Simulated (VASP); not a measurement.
A run of VASP 6.6.1 is set up as follows.

The input INCAR:

```
SYSTEM = AlN
PREC = Accurate
ENCUT = 520
EDIFF = 1E-8
ISMEAR = -1
SIGMA = 0.02
LREAL = .FALSE.
LASPH = .TRUE.
NELM = 120
ALGO = Normal
ISIF = 2
LWAVE = .FALSE.
LCHARG = .FALSE.
GGA = PS
LEFG = .TRUE.
NBANDS = 16
GGA_COMPAT = .FALSE.
```

Contents of KPOINTS:

```
regular mesh
0
G
  11 11 6
  0 0 0
```

Contents of POSCAR:

```
AlN
1.0
    3.1110021516      0.0000000000      0.0000000000
   -1.5555010758      2.6942068945      0.0000000000
    0.0000000000      0.0000000000      5.0277800000
Al N
2 2
Direct
    0.3333333333      0.6666666667      0.0000000000
    0.6666666667      0.3333333333      0.5000000000
    0.3333333333      0.6666666667      0.3850000000
    0.6666666667      0.3333333333      0.8850000000
```

Potentials or basis: VASP PAW PBE potentials, release 64 (Al, N).

Launch:

```bash
$ cat potpaw_PBE.64/Al/POTCAR potpaw_PBE.64/N/POTCAR > POTCAR
$ mpirun -np 1 vasp_std > vasp.out
```

Problem. Predict the band gap on the k mesh.

Solution. 4.03 eV.

Problem. Estimate the pressure.

Solution. -1.3 GPa.

Forces on the atoms (eV/Å):
```
Al   0.000  0.000  0.280
Al   0.000  0.000  0.280
N    0.000  0.000 -0.280
N    0.000  0.000 -0.280
```

Caveat: the cell differs from its parent crystal (zz strain of +1 %); the stress differs along the axes, from -5 to 1 GPa; without QUAD_EFG the Cq values of the log hold for a quadrupole moment of 1 mb, not for the nuclei; the PAW data sets were made with another functional, which shifts forces and pressure a little. A k mesh can miss the band edges.
